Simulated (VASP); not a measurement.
# KI (I4/mmm) in VASP: notebook

KI is run at these levels: PBE; tasks: single point.

Program: VASP 6.6.1. These are calculated values, not measurements. Logs are shortened: lines on timing, memory, paths and dates and some standing lists are left out, and cuts for length are marked.

## 1. The cell of the first run

Symmetry: I4/mmm, No. 139, tetragonal system. Conventional cell: a = 4.984 Å, b = 4.984 Å, c = 6.767 Å, α = 90.00°, β = 90.00°, γ = 90.00°. Within 4.4 Å of K (site symmetry 4/mmm) lie 6 I at 3.38 to 3.52 Å. Within 4.4 Å of I (site symmetry 4/mmm) lie 6 K at 3.38 to 3.52 Å.

## 2. Single point, PBE (strain -0.0400 x Voigt [0, 1, 0, 0, 0, 0])

Input file INCAR:

```
SYSTEM = KI
PREC = Accurate ; ENCUT = 520
EDIFF = 1E-6 ; ISMEAR = 0
SIGMA = 0.05 ; LREAL = .FALSE.
LASPH = .TRUE. ; NELM = 100
ALGO = Normal ; ISIF = 2
LWAVE = .FALSE. ; LCHARG = .FALSE.
GGA = PE ; NBANDS = 15
```

Input file KPOINTS:

```
regular mesh
0
G
  6 6 6
  0 0 0
```

Input file POSCAR:

```
KI
1.0
    0.0000000000      3.3835680000      3.5245500000
    3.5245500000      0.0000000000      3.5245500000
    3.5245500000      3.3835680000      0.0000000000
K I
1 1
Direct
    0.0000000000      0.0000000000      0.0000000000
    0.5000000000      0.5000000000      0.5000000000
```

Potentials or basis: VASP PAW PBE potentials, release 64 (K_sv, I).

Started as:

```
> cat potpaw_PBE.64/K_sv/POTCAR potpaw_PBE.64/I/POTCAR > POTCAR
> mpirun -np 1 vasp_std > vasp.out
```

OUTCAR:

```text
SYSTEM = KI
   PREC = Accurate
   ENCUT = 520
   EDIFF = 1E-6
   ISMEAR = 0
   LREAL = .FALSE.
   LASPH = .TRUE.
   NELM = 100
   ISIF = 2
   GGA = PE

 ion  position               nearest neighbor table
   1  0.000  0.000  0.000-   2 3.38   2 3.38   2 3.52   2 3.52   2 3.52   2 3.52
   2  0.500  0.500  0.500-   1 3.38   1 3.38   1 3.52   1 3.52   1 3.52   1 3.52

  LATTYP: Found a body centered tetragonal cell.
 ALAT       =     4.9844664113
 C/A-ratio  =     1.3576450199

  Lattice vectors:

 A1 = (   0.0000000000,  -3.3835680000,   3.5245500000)
 A2 = (   0.0000000000,  -3.3835680000,  -3.5245500000)
 A3 = (   3.5245500000,   3.3835680000,   0.0000000000)

Analysis of symmetry for initial positions (statically):
=====================================================================
 Subroutine PRICEL returns:
 Original cell was already a primitive cell.

 Routine SETGRP: Setting up the symmetry group for a
 body centered tetragonal supercell.

 Subroutine GETGRP returns: Found 16 space group operations
 (whereof 16 operations were pure point group operations)
 out of a pool of 16 trial point group operations.

The static configuration has the point symmetry D_4h.

Analysis of symmetry for dynamics (positions and initial velocities):
=====================================================================
 Subroutine PRICEL returns:
 Original cell was already a primitive cell.

 Routine SETGRP: Setting up the symmetry group for a
 body centered tetragonal supercell.

 Subroutine GETGRP returns: Found 16 space group operations
 (whereof 16 operations were pure point group operations)
 out of a pool of 16 trial point group operations.

The dynamic configuration has the point symmetry D_4h.

 Subroutine INISYM returns: Found 16 space group operations
 (whereof 16 operations are pure point group operations),
 and found     1 'primitive' translations

----------------------------------------------------------------------------------------

                                     Primitive cell

  volume of cell :      84.0644

  direct lattice vectors                    reciprocal lattice vectors
     0.000000000  3.383568000  3.524550000    -0.141862082  0.147773002  0.141862082
     3.524550000  0.000000000  3.524550000     0.141862082 -0.147773002  0.141862082
     3.524550000  3.383568000  0.000000000     0.141862082  0.147773002 -0.141862082

  length of vectors
     4.885794215  4.984466411  4.885794215     0.249171749  0.249171749  0.249171749

  position of ions in fractional coordinates (direct lattice)
     0.000000000  0.000000000  0.000000000
     0.500000000  0.500000000  0.500000000

  ion indices of the primitive-cell ions
   primitive index   ion index
                 1           1
                 2           2

----------------------------------------------------------------------------------------

 KPOINTS: regular mesh

Automatic generation of k-mesh.
 Grid dimensions read from file:
 generate k-points for:    6    6    6

 Generating k-lattice:

  Cartesian coordinates                     Fractional coordinates (reciprocal lattice)
    -0.023643680  0.024628834  0.023643680     0.166666667  0.000000000  0.000000000
     0.023643680 -0.024628834  0.023643680    -0.000000000  0.166666667 -0.000000000
     0.023643680  0.024628834 -0.023643680     0.000000000  0.000000000  0.166666667

  Length of vectors
     0.041528625  0.041528625  0.041528625

  Shift w.r.t. Gamma in fractional coordinates (k-lattice)
     0.000000000  0.000000000  0.000000000

 Subroutine IBZKPT returns following result:
 ===========================================

 Found     30 irreducible k-points:

 Following reciprocal coordinates:
            Coordinates               Weight
  0.000000  0.000000  0.000000      1.000000
  0.166667  0.000000 -0.000000      8.000000
  0.333333  0.000000  0.000000      8.000000
  0.500000  0.000000 -0.000000      4.000000
  0.166667  0.166667  0.000000      4.000000
  0.333333  0.166667  0.000000     16.000000
[... 16 lines left out ...]
  0.333333 -0.333333  0.166667     16.000000
  0.500000 -0.333333  0.166667      4.000000
 [... further k-points ...]
   k-points           NKPTS =     30   k-points in BZ     NKDIM =     30   number of bands    NBANDS=     15
   number of dos      NEDOS =    301   number of ions     NIONS =      2
   total plane-waves  NPLWV =  51840
   dimension x,y,z NGX =    36 NGY =   40 NGZ =   36
   dimension x,y,z NGXF=    72 NGYF=   80 NGZF=   72
   ions per type =               1   1
   NGX,Y,Z   is equivalent  to a cutoff of  12.25, 13.34, 12.25 a.u.
   NGXF,Y,Z  is equivalent  to a cutoff of  24.50, 26.68, 24.50 a.u.
 SYSTEM =  KI
   PREC   = accura    normal or accurate (medium, high low for compatibility)
   ISTART =      0    job   : 0-new  1-cont  2-samecut
   ICHARG =      2    charge: 1-file 2-atom 10-const
   ISPIN  =      1    spin polarized calculation?
   LNONCOLLINEAR =      F non collinear calculations
   LSORBIT =      F    spin-orbit coupling
   LASPH  =      T    aspherical Exc in radial PAW
   ENCUT  =  520.0 eV  38.22 Ry    6.18 a.u.   9.08  9.27  9.08*2*pi/ulx,y,z
   NELM   =    100;   NELMIN=  2; NELMDL= -5     # of ELM steps
   EDIFF  = 0.1E-05   stopping-criterion for ELM
   LREAL  =      F    real-space projection
   EDIFFG = 0.1E-04   stopping-criterion for IOM
   NSW    =      0    number of steps for IOM
   IBRION =     -1    ionic relax: 0-MD 1-quasi-New 2-CG
   NFREE  =      0    steps in history (QN), initial steepest desc. (CG)
   ISIF   =      2    stress and relaxation
   ISYM   =      2    0-nonsym 1-usesym 2-fastsym
   POTIM  = 0.5000    time-step for ionic-motion
   TEBEG  =    0.0;   TEEND  =   0.0 temperature during run
   PSTRESS=    0.0 pullay stress
   NELECT =      16.0000    total number of electrons
   NUPDOWN=      -1.0000    fix difference up-down
   EMIN   =  10.00;   EMAX   =-10.00  energy-range for DOS
   EFERMI =   0.00;   METHOD = LEGACY
   ISMEAR =     0;   SIGMA  =   0.05  broadening in eV -4-tet -1-fermi 0-gaus
   EFERMI_NEDOS =   21; number of points for ismear=-14 and -15
   IALGO  =     38    algorithm
   IMIX   =      4    mixing-type and parameters
     AMIX     =   0.40;   BMIX     =  1.00
     AMIX_MAG =   1.60;   BMIX_MAG =  1.00
  volume/ion in A,a.u.               =      42.03       283.65
  Fermi-wavevector in a.u.,A,eV,Ry     =   0.941696  1.779547 12.065530  0.886791
  Thomas-Fermi vector in A             =   2.069232
   LORBIT       =      0    0 simple, 1 ext, 2 COOP (PROOUT), +10 PAW based schemes
   GGA     = PE    functional components
   LHFCALC =     F    Hartree Fock is set to
   AEXX    =    0.0000 exact exchange contribution
   IVDW    =     0    specifies the selected vdW correction
   LEPSILON=     F    determine dielectric tensor
   LRPA    =     F    only Hartree local field effects (RPA)
 non-spin polarized calculation
 Gauss-broadening in eV      SIGMA  =   0.05
  energy-cutoff  :      520.00
  volume of cell :       84.06
 maximum number of plane-waves:      2304
   NGX = 19   NGY = 19   NGZ = 19

 number of electron      15.9999998 magnetization

 Free energy of the ion-electron system (eV)
  ---------------------------------------------------
  ext. energy  EPLUGINS =         0.00000000
  ---------------------------------------------------
  free energy    TOTEN  =        -5.52101842 eV

  energy without entropy =       -5.52101842  energy(sigma->0) =       -5.52101842

 E-fermi :   0.1681     XC(G=0):  -7.3648

 val. band max:       -0.1457574151   @ k =   0.0000   0.0000   0.0000
 cond. band min:       3.9136523662   @ k =   0.0000   0.0000   0.0000
 fundamental gap:      4.0594097813
 Fermi energy:         0.1680575097

 k-point     1 :       0.0000    0.0000    0.0000
  band No.  band energies     occupation
      1     -28.5780      2.00000
      2     -12.0775      2.00000
      3     -12.0712      2.00000
      4     -12.0712      2.00000
      5     -10.7389      2.00000
      6      -0.1648      2.00000
      7      -0.1648      2.00000
      8      -0.1458      2.00000
      9       3.9137      0.00000
     10       6.2329      0.00000
     11       6.2329      0.00000
     12       6.4875      0.00000
     13       6.9772      0.00000
     14       7.1616      0.00000
     15       9.6867      0.00000

 k-point     2 :       0.1667    0.0000   -0.0000
  band No.  band energies     occupation
      1     -28.5773      2.00000
      2     -12.1315      2.00000
      3     -12.0745      2.00000
      4     -12.0726      2.00000
      5     -10.6439      2.00000
      6      -0.6145      2.00000
      7      -0.2691      2.00000
      8      -0.2548      2.00000
      9       4.5584      0.00000
     10       6.2434      0.00000
     11       6.5452      0.00000
     12       6.7094      0.00000
     13       7.3180      0.00000
     14       7.5183      0.00000
     15      10.6005      0.00000

 k-point     3 :       0.3333    0.0000    0.0000
  band No.  band energies     occupation
      1     -28.5760      2.00000
      2     -12.2291      2.00000
      3     -12.0754      2.00000
      4     -12.0745      2.00000
      5     -10.4677      2.00000
      6      -1.3073      2.00000
      7      -0.4602      2.00000
      8      -0.4435      2.00000
      9       5.2597      0.00000
     10       6.9813      0.00000
     11       7.2818      0.00000
     12       7.4499      0.00000
     13       8.2304      0.00000
     14       8.4232      0.00000
     15       9.6873      0.00000
[... 343 lines left out ...]
 k-point    23 :       0.3333   -0.3333    0.1667
  band No.  band energies     occupation
      1     -28.5746      2.00000
      2     -12.1825      2.00000
      3     -12.1047      2.00000
      4     -12.0904      2.00000
      5     -10.4750      2.00000
      6      -1.1999      2.00000
      7      -0.8543      2.00000
      8      -0.6350      2.00000
      9       6.1039      0.00000
     10       6.4395      0.00000
     11       7.0278      0.00000
     12       8.2547      0.00000
     13       8.6670      0.00000
     14       9.1712      0.00000
     15       9.9465      0.00000

 k-point    24 :       0.5000   -0.3333    0.1667
  band No.  band energies     occupation
      1     -28.5745      2.00000
      2     -12.1192      2.00000
      3     -12.1191      2.00000
      4     -12.1103      2.00000
      5     -10.5266      2.00000
      6      -1.1201      2.00000
      7      -0.7462      2.00000
      8      -0.7121      2.00000
      9       5.4629      0.00000
     10       6.3893      0.00000
     11       7.2297      0.00000
     12       8.2165      0.00000
     13       8.5068      0.00000
     14       9.6472      0.00000
     15      10.1017      0.00000

 [... further k-points ...]
[... 5 lines left out ...]
  --------------------------------------------------------------------------------------
  -------------------------------------------------------------------------------------
  Total        0.4805923      1.2717446      0.4805923      0.0000000     -0.0000000      0.0000000
  in kB        9.1595701     24.2380802      9.1595701      0.0000000     -0.0000000      0.0000000
  external PRESSURE =      14.1857401 kB  Pullay stress =       0.0000000 kB

 VOLUME and BASIS-vectors are now :
 -----------------------------------------------------------------------------
  energy-cutoff  :      520.00
  volume of cell :       84.06
      direct lattice vectors                 reciprocal lattice vectors
     0.000000000  3.383568000  3.524550000    -0.141862082  0.147773002  0.141862082
     3.524550000  0.000000000  3.524550000     0.141862082 -0.147773002  0.141862082
     3.524550000  3.383568000  0.000000000     0.141862082  0.147773002 -0.141862082

 POSITION                                       TOTAL-FORCE (eV/Angst)
 -----------------------------------------------------------------------------------
      0.00000      0.00000      0.00000         0.000000      0.000000     -0.000000
      3.52455      3.38357      3.52455         0.000000     -0.000000      0.000000
 -----------------------------------------------------------------------------------
    total drift:                                0.000000      0.000000      0.000000

  FREE ENERGIE OF THE ION-ELECTRON SYSTEM (eV)
  ---------------------------------------------------
  free  energy   TOTEN  =        -5.5210184190 eV

  energy  without entropy=       -5.5210184190  energy(sigma->0) =       -5.52101842
```

It took 72 s on 1 thread of AMD EPYC 7R13, shared host; peak memory 0.2 GiB.

What came out:

- Free energy: -5.5210 eV
- Pressure: 1.4 GPa
- Band gap on the k mesh: 4.06 eV

Caveat: the cell differs from its parent crystal (strain -0.0400 x Voigt [0, 1, 0, 0, 0, 0]); spin-orbit coupling is left out, which moves the levels of the heavy elements.

## 3. Single point, PBE (strain -0.0300 x Voigt [0, 1, 0, 0, 0, 0])

Input file INCAR:

```
SYSTEM = KI
ALGO = Normal
EDIFF = 1E-7
ENCUT = 520
GGA = PE
ISIF = 2
ISMEAR = 0
LASPH = .TRUE.
LCHARG = .FALSE.
LREAL = .FALSE.
LWAVE = .FALSE.
NBANDS = 15
NELM = 60
PREC = Accurate
SIGMA = 0.05
```

Input file KPOINTS:

```
k-points
0
G
  6 6 6
  0 0 0
```

Input file POSCAR:

```
KI
1.0
    0.0000000000      3.4188135000      3.5245500000
    3.5245500000      0.0000000000      3.5245500000
    3.5245500000      3.4188135000      0.0000000000
K I
1 1
Direct
    0.0000000000      0.0000000000      0.0000000000
    0.5000000000      0.5000000000      0.5000000000
```

Potentials or basis: VASP PAW PBE potentials, release 64 (K_sv, I).

Started as:

```
> cat potpaw_PBE.64/K_sv/POTCAR potpaw_PBE.64/I/POTCAR > POTCAR
> mpirun -np 1 vasp_std > vasp.out
```

Run time: 89 s. Hardware: 1 thread of AMD EPYC 7R13, shared host; peak memory 0.22 GiB.

It converged, with:

| Quantity | Value |
| --- | --- |
| Free energy | -5.5328 eV |
| Pressure | 1.2 GPa |
| Band gap on the k mesh | 4.04 eV |

Stress tensor (GPa, compression positive):
```
0.85 0.00 0.00
0.00 1.90 0.00
0.00 0.00 0.85
```

Levels at points of the mesh, in eV from the valence-band top:
```tsv
k point	band 5	band 6	band 7	band 8	band 9	band 10	band 11	band 12
(0.00, 0.00, 0.00)	-10.57	-0.01	-0.01	0.00	4.04	6.41	6.41	6.60
(0.50, 0.00, 0.00)	-10.24	-1.42	-0.38	-0.37	5.55	7.81	8.09	8.34
(0.50, 0.50, 0.00)	-10.41	-1.08	-0.39	-0.36	4.87	5.85	8.10	8.83
(0.50, 0.00, 0.50)	-10.40	-1.04	-0.43	-0.43	4.84	5.85	8.18	8.84
```

Caveat: the cell differs from its parent crystal (strain -0.0300 x Voigt [0, 1, 0, 0, 0, 0]); spin-orbit coupling is left out, which moves the levels of the heavy elements.
